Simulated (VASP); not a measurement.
# CoO (Fm-3m) in VASP: further runs

CoO is run at these levels: BLYP+D3(BJ), PBE+D3(BJ); tasks: single point, relaxation of cell and atoms.

All numbers are computed with VASP 6.6.1; they aren't measurements. Logs are shortened: lines on timing, memory, paths and dates and some standing lists are left out, and cuts for length are marked.

### Step 1. The cell of the first run

It takes space group Fm-3m (No. 225, cubic). The conventional cell has a = 4.205 Å, b = 4.205 Å, c = 4.205 Å, α = 90.00°, β = 90.00°, γ = 90.00°. Co (site symmetry m-3m) has 6 O at 2.10 Å within 2.8 Å. O (site symmetry m-3m) has 6 Co at 2.10 Å within 2.8 Å.

### Step 2. Single point, BLYP+D3(BJ), collinear spin, ferromagnetic start

Contents of INCAR:

```
SYSTEM = CoO
AGGAC = 1.0 ; AGGAX = 1.0
ALDAC = 0.0 ; ALDAX = 1.0
ALGO = Normal ; EDIFF = 1E-6
ENCUT = 600 ; GGA = B5
GGA_COMPAT = .FALSE. ; ISIF = 2
ISMEAR = -1 ; ISPIN = 2
IVDW = 12 ; LASPH = .TRUE.
LCHARG = .TRUE. ; LELF = .TRUE.
LMAXMIX = 4 ; LORBIT = 11
LREAL = .FALSE. ; LVHAR = .TRUE.
LWAVE = .FALSE. ; MAGMOM = 2 0
NBANDS = 22 ; NELM = 200
PREC = Accurate ; SIGMA = 0.05
VDW_A1 = 0.4298 ; VDW_A2 = 4.2359
VDW_S6 = 1.0 ; VDW_S8 = 2.6996
```

Contents of KPOINTS:

```
k-points
0
G
  11 11 11
  0 0 0
```

Contents of POSCAR:

```
CoO
1.0
    0.0000000000      2.1026924146      2.1026924146
    2.1026924146      0.0000000000      2.1026924146
    2.1026924146      2.1026924146      0.0000000000
Co O
1 1
Direct
    0.0000000000      0.0000000000      0.0000000000
    0.5000000000      0.5000000000      0.5000000000
```

Potentials or basis: VASP PAW PBE potentials, release 64 (Co_sv, O).

Run with:

```sh
cat potpaw_PBE.64/Co_sv/POTCAR potpaw_PBE.64/O/POTCAR > POTCAR
mpirun -np 1 vasp_std > vasp.out
```

OUTCAR:

```text
SYSTEM = CoO
   EDIFF = 1E-6
   ENCUT = 600
   GGA = B5
   ISIF = 2
   ISMEAR = -1
   ISPIN = 2
   IVDW = 12
   LASPH = .TRUE.
   LORBIT = 11
   LREAL = .FALSE.
   NELM = 200
   PREC = Accurate
 IVDW          = 12

 ion  position               nearest neighbor table
   1  0.000  0.000  0.000-   2 2.10   2 2.10   2 2.10   2 2.10   2 2.10   2 2.10
   2  0.500  0.500  0.500-   1 2.10   1 2.10   1 2.10   1 2.10   1 2.10   1 2.10

  LATTYP: Found a face centered cubic cell.
 ALAT       =     4.2053848292

  Lattice vectors:

 A1 = (   0.0000000000,   2.1026924146,   2.1026924146)
 A2 = (   2.1026924146,   0.0000000000,   2.1026924146)
 A3 = (   2.1026924146,   2.1026924146,   0.0000000000)

Analysis of symmetry for initial positions (statically):
[... 25 lines left out ...]
The dynamic configuration has the point symmetry O_h .

Analysis of structural, dynamic, and magnetic symmetry:
=====================================================================
 Subroutine PRICEL returns:
[... 7 lines left out ...]
 out of a pool of 48 trial point group operations.

The overall configuration has the point symmetry O_h .

 Subroutine INISYM returns: Found 48 space group operations
[... 5 lines left out ...]
                                     Primitive cell

  volume of cell :      18.5933

  direct lattice vectors                    reciprocal lattice vectors
     0.000000000  2.102692415  2.102692415    -0.237790367  0.237790367  0.237790367
     2.102692415  0.000000000  2.102692415     0.237790367 -0.237790367  0.237790367
     2.102692415  2.102692415  0.000000000     0.237790367  0.237790367 -0.237790367

  length of vectors
     2.973656130  2.973656130  2.973656130     0.411864996  0.411864996  0.411864996

  position of ions in fractional coordinates (direct lattice)
     0.000000000  0.000000000  0.000000000
     0.500000000  0.500000000  0.500000000

  ion indices of the primitive-cell ions
   primitive index   ion index
                 1           1
                 2           2

----------------------------------------------------------------------------------------

 KPOINTS: k-points

Automatic generation of k-mesh.
 Grid dimensions read from file:
 generate k-points for:   11   11   11

 Generating k-lattice:

  Cartesian coordinates                     Fractional coordinates (reciprocal lattice)
    -0.021617306  0.021617306  0.021617306     0.090909091  0.000000000  0.000000000
     0.021617306 -0.021617306  0.021617306     0.000000000  0.090909091  0.000000000
     0.021617306  0.021617306 -0.021617306     0.000000000  0.000000000  0.090909091

  Length of vectors
     0.037442272  0.037442272  0.037442272

  Shift w.r.t. Gamma in fractional coordinates (k-lattice)
     0.000000000  0.000000000  0.000000000

 Subroutine IBZKPT returns following result:
 ===========================================

 Found     56 irreducible k-points:

 Following reciprocal coordinates:
            Coordinates               Weight
  0.000000  0.000000  0.000000      1.000000
  0.090909  0.000000  0.000000      8.000000
  0.181818  0.000000  0.000000      8.000000
  0.272727  0.000000  0.000000      8.000000
  0.363636  0.000000  0.000000      8.000000
  0.454545  0.000000  0.000000      8.000000
[... 16 lines left out ...]
 -0.272727  0.181818  0.000000     24.000000
 -0.181818  0.181818  0.000000     12.000000
 [... further k-points ...]
   k-points           NKPTS =     56   k-points in BZ     NKDIM =     56   number of bands    NBANDS=     22
   number of dos      NEDOS =    301   number of ions     NIONS =      2
   total plane-waves  NPLWV =  13824
   dimension x,y,z NGX =    24 NGY =   24 NGZ =   24
   dimension x,y,z NGXF=    48 NGYF=   48 NGZF=   48
   ions per type =               1   1
   NGX,Y,Z   is equivalent  to a cutoff of  13.42, 13.42, 13.42 a.u.
   NGXF,Y,Z  is equivalent  to a cutoff of  26.83, 26.83, 26.83 a.u.
 SYSTEM =  CoO
   PREC   = accura    normal or accurate (medium, high low for compatibility)
   ISTART =      0    job   : 0-new  1-cont  2-samecut
   ICHARG =      2    charge: 1-file 2-atom 10-const
   ISPIN  =      2    spin polarized calculation?
   LNONCOLLINEAR =      F non collinear calculations
   LSORBIT =      F    spin-orbit coupling
   LASPH  =      T    aspherical Exc in radial PAW
   ENCUT  =  600.0 eV  44.10 Ry    6.64 a.u.   5.94  5.94  5.94*2*pi/ulx,y,z
   NELM   =    200;   NELMIN=  2; NELMDL= -5     # of ELM steps
   EDIFF  = 0.1E-05   stopping-criterion for ELM
   LREAL  =      F    real-space projection
   EDIFFG = 0.1E-04   stopping-criterion for IOM
   NSW    =      0    number of steps for IOM
   IBRION =     -1    ionic relax: 0-MD 1-quasi-New 2-CG
   NFREE  =      0    steps in history (QN), initial steepest desc. (CG)
   ISIF   =      2    stress and relaxation
   ISYM   =      2    0-nonsym 1-usesym 2-fastsym
   POTIM  = 0.5000    time-step for ionic-motion
   TEBEG  =    0.0;   TEEND  =   0.0 temperature during run
   PSTRESS=    0.0 pullay stress
   NELECT =      23.0000    total number of electrons
   NUPDOWN=      -1.0000    fix difference up-down
   EMIN   =  10.00;   EMAX   =-10.00  energy-range for DOS
   EFERMI =   0.00;   METHOD = LEGACY
   ISMEAR =    -1;   SIGMA  =   0.05  broadening in eV -4-tet -1-fermi 0-gaus
   EFERMI_NEDOS =   21; number of points for ismear=-14 and -15
   IALGO  =     38    algorithm
   IMIX   =      4    mixing-type and parameters
     AMIX     =   0.40;   BMIX     =  1.00
     AMIX_MAG =   1.60;   BMIX_MAG =  1.00
  volume/ion in A,a.u.               =       9.30        62.74
  Fermi-wavevector in a.u.,A,eV,Ry     =   1.757377  3.320962 42.019896  3.088375
  Thomas-Fermi vector in A             =   2.826744
   LORBIT       =     11    0 simple, 1 ext, 2 COOP (PROOUT), +10 PAW based schemes
   GGA     = B5    functional components
   LHFCALC =     F    Hartree Fock is set to
   AEXX    =    0.0000 exact exchange contribution
   IVDW    =    12    specifies the selected vdW correction
   LEPSILON=     F    determine dielectric tensor
   LRPA    =     F    only Hartree local field effects (RPA)
 spin polarized calculation
  energy-cutoff  :      600.00
  volume of cell :       18.59
 maximum number of plane-waves:       628
   NGX = 11   NGY = 11   NGZ = 11

 number of electron      23.0000008 magnetization       2.4815501

 Free energy of the ion-electron system (eV)
  ---------------------------------------------------
  ext. energy  EPLUGINS =         0.00000000
  ---------------------------------------------------
  free energy    TOTEN  =       -12.14246012 eV

  energy without entropy =      -12.10230230  energy(sigma->0) =      -12.12238121

 E-fermi :   9.7762     XC(G=0): -12.3461

 val. band max:        9.7743699508   @ k =   0.4545   0.1818   0.0909
 cond. band min:       9.7836480043   @ k =   0.4545   0.2727   0.0000
 fundamental gap:      0.0092780536
 Fermi energy:         9.7761618829

 spin component 1

 k-point     1 :       0.0000    0.0000    0.0000
  band No.  band energies     occupation
      1     -86.2875      1.00000
      2     -49.7800      1.00000
      3     -49.7800      1.00000
      4     -49.7800      1.00000
      5     -10.6679      1.00000
      6       6.4588      1.00000
[... 14 lines left out ...]
     21      31.9595      0.00000
     22      35.4033      0.00000

 k-point     2 :       0.0909    0.0000    0.0000
  band No.  band energies     occupation
      1     -86.2871      1.00000
      2     -49.7836      1.00000
      3     -49.7805      1.00000
      4     -49.7805      1.00000
      5     -10.5783      1.00000
      6       5.6905      1.00000
[... 14 lines left out ...]
     21      33.1276      0.00000
     22      36.7295      0.00000
[... 523 lines left out ...]
     21      38.2387      0.00000
     22      40.2362      0.00000

 k-point    24 :      -0.1818    0.1818    0.0000
  band No.  band energies     occupation
      1     -86.2845      1.00000
      2     -49.8053      1.00000
      3     -49.7910      1.00000
      4     -49.7832      1.00000
      5      -9.8881      1.00000
      6       3.0188      1.00000
[... 14 lines left out ...]
     21      38.3650      0.00000
     22      40.2083      0.00000

 [... further k-points ...]

 spin component 2

 k-point     1 :       0.0000    0.0000    0.0000
  band No.  band energies     occupation
      1     -83.6255      1.00000
      2     -47.1998      1.00000
      3     -47.1997      1.00000
      4     -47.1997      1.00000
      5     -10.3261      1.00000
      6       6.8348      1.00000
[... 14 lines left out ...]
     21      32.7414      0.00000
     22      36.1928      0.00000

 k-point     2 :       0.0909    0.0000    0.0000
  band No.  band energies     occupation
      1     -83.6251      1.00000
      2     -47.2041      1.00000
      3     -47.2004      1.00000
      4     -47.2003      1.00000
      5     -10.2348      1.00000
      6       6.1701      1.00000
[... 14 lines left out ...]
     21      33.7821      0.00000
     22      37.5316      0.00000
[... 523 lines left out ...]
     21      38.5624      0.00000
     22      40.7329      0.00000

 k-point    24 :      -0.1818    0.1818    0.0000
  band No.  band energies     occupation
      1     -83.6221      1.00000
      2     -47.2290      1.00000
      3     -47.2123      1.00000
      4     -47.2033      1.00000
      5      -9.5288      1.00000
      6       3.5720      1.00000
[... 14 lines left out ...]
     21      38.8386      0.00000
     22      40.6913      0.00000

 [... further k-points ...]

------------------------ aborting loop because EDIFF is reached ----------------------------------------

 Edisp (eV)   -0.98892

 E8    (eV) :    -0.6808

  FORCE on cell =-STRESS in cart. coord.  units (eV):
  Direction    XX          YY          ZZ          XY          YZ          ZX
  --------------------------------------------------------------------------------------
  -------------------------------------------------------------------------------------
  Total      -0.07156    -0.07156    -0.07156     0.00000     0.00000     0.00000
  in kB      -6.16626    -6.16626    -6.16626     0.00000     0.00000     0.00000
  external pressure =       -6.17 kB  Pullay stress =        0.00 kB

 VOLUME and BASIS-vectors are now :
 -----------------------------------------------------------------------------
  energy-cutoff  :      600.00
  volume of cell :       18.59
      direct lattice vectors                 reciprocal lattice vectors
     0.000000000  2.102692415  2.102692415    -0.237790367  0.237790367  0.237790367
     2.102692415  0.000000000  2.102692415     0.237790367 -0.237790367  0.237790367
     2.102692415  2.102692415  0.000000000     0.237790367  0.237790367 -0.237790367

 POSITION                                       TOTAL-FORCE (eV/Angst)
 -----------------------------------------------------------------------------------
      0.00000      0.00000      0.00000         0.000000      0.000000      0.000000
      2.10269      2.10269      2.10269        -0.000000     -0.000000     -0.000000
 -----------------------------------------------------------------------------------
    total drift:                                0.000000     -0.000000     -0.000000

  FREE ENERGIE OF THE ION-ELECTRON SYSTEM (eV)
  ---------------------------------------------------
  free  energy   TOTEN  =       -13.1313757242 eV

  energy  without entropy=      -13.0912179037  energy(sigma->0) =      -13.11129681

 total charge

# of ion       s       p       d       tot
------------------------------------------
    1        2.144   6.062   6.741  14.947
    2        1.548   3.454   0.000   5.002
--------------------------------------------------
tot          3.692   9.516   6.741  19.948

 magnetization (x)

# of ion       s       p       d       tot
------------------------------------------
    1        0.013   0.009   2.171   2.192
    2        0.028   0.171   0.000   0.199
--------------------------------------------------
tot          0.040   0.180   2.171   2.391
```

Wall time 54 s (1 thread of Intel Xeon Platinum 8259CL at 2.50GHz (Skylake/Cascade Lake), shared host); peak memory 0.18 GiB.

Results:

| Quantity | Value |
| --- | --- |
| Free energy | -13.1314 eV |
| Pressure | -0.6 GPa |
| Net moment | 2.48 μB per cell |
| Site moments | Co +2.19; O +0.20 μB |
| Valence electrons inside the program's atomic spheres | Co 14.95; O 5.00 |
| Dispersion energy per atom | -0.494 eV |

Caveat: the PAW data sets were made with another functional, which shifts forces and pressure a little; a cell with one magnetic atom can't hold antiferromagnetic order, which such compounds often take; semilocal functionals often make such compounds metallic where correlation or magnetic order opens a gap, which also shifts bond lengths; pairwise dispersion overbinds metals, which lowers pressure and volume. With open d or f shells a metallic result of BLYP can be an artefact of self-interaction; +U or a hybrid may open a gap.

### Step 3. Single point, BLYP+D3(BJ), collinear spin, ferromagnetic start

This run uses another cell than the first one, of 9.65 Å³/atom, 1.037 times its volume.

Contents of INCAR:

```
SYSTEM = CoO
AGGAC    = 1.0          
AGGAX    = 1.0          
ALDAC    = 0.0          
ALDAX    = 1.0          
ALGO     = Normal         ! electronic algorithm
EDIFF    = 1E-6           ! SCF threshold, eV
ENCUT    = 600            ! plane-wave cutoff, eV
GGA      = B5             ! functional
GGA_COMPAT= .False.      
ISIF     = 2              ! what is computed and relaxed
ISMEAR   = -1             ! smearing method
ISPIN    = 2              ! spin polarisation
IVDW     = 12             ! dispersion correction
LASPH    = .True.         ! aspherical terms in the spheres
LCHARG   = .False.        ! write CHGCAR
LMAXMIX  = 4              ! l up to which the mixer works
LORBIT   = 11             ! projections on sites
LREAL    = .False.        ! projectors in reciprocal space
LWAVE    = .False.        ! write WAVECAR
MAGMOM   = 2 0            ! initial moments
NBANDS   = 18             ! bands
NELM     = 200            ! most SCF steps
PREC     = Accurate       ! precision mode
SIGMA    = 0.05           ! smearing width, eV
VDW_A1   = 0.4298       
VDW_A2   = 4.2359       
VDW_S6   = 1.0          
VDW_S8   = 2.6996
```

Contents of KPOINTS:

```
k-points
0
Gamma
  11 11 11
  0 0 0
```

Contents of POSCAR:

```
CoO
1.0
    0.0000000000      2.1286473274      2.1286473274
    2.1286473274      0.0000000000      2.1286473274
    2.1286473274      2.1286473274      0.0000000000
Co O
1 1
Direct
    0.0000000000      0.0000000000      0.0000000000
    0.5000000000      0.5000000000      0.5000000000
```

Potentials or basis: VASP PAW PBE potentials, release 64 (Co, O).

Run with:

```sh
cat potpaw_PBE.64/Co/POTCAR potpaw_PBE.64/O/POTCAR > POTCAR
mpirun -np 1 vasp_std > vasp.out
```

Run time: 36 s. Hardware: 1 thread of AMD EPYC 9R45 (Zen 5), shared host; peak memory 0.15 GiB.

It converged, with:

```
Free energy                                           : -13.2335 eV
Pressure                                              : -0.5 GPa
Net moment                                            : 2.76 μB per cell
Site moments                                          : Co +2.44; O +0.27 μB
Valence electrons inside the program's atomic spheres : Co 7.82; O 4.99
Dispersion energy per atom                            : -0.558 eV
```

Levels at points of the mesh, in eV from the Fermi level:
Spin up:
```tsv
k point	band 6	band 7	band 8	band 9	band 10	band 11	band 12	band 13
(0.00, 0.00, 0.00)	-3.02	-2.88	-2.88	-2.88	1.36	17.62	18.56	18.56
```
Spin down:
```csv
k point,band 4,band 5,band 6,band 7,band 8,band 9
"(0.00, 0.00, 0.00)",-2.59,-1.09,-1.09,-1.09,0.09,0.09
```

Caveat: the PAW data sets were made with another functional, which shifts forces and pressure a little; a cell with one magnetic atom can't hold antiferromagnetic order, which such compounds often take; semilocal functionals often make such compounds metallic where correlation or magnetic order opens a gap, which also shifts bond lengths; pairwise dispersion overbinds metals, which lowers pressure and volume. With open d or f shells a metallic result of BLYP can be an artefact of self-interaction; +U or a hybrid may open a gap.

(Continued in part 2 of 2.)
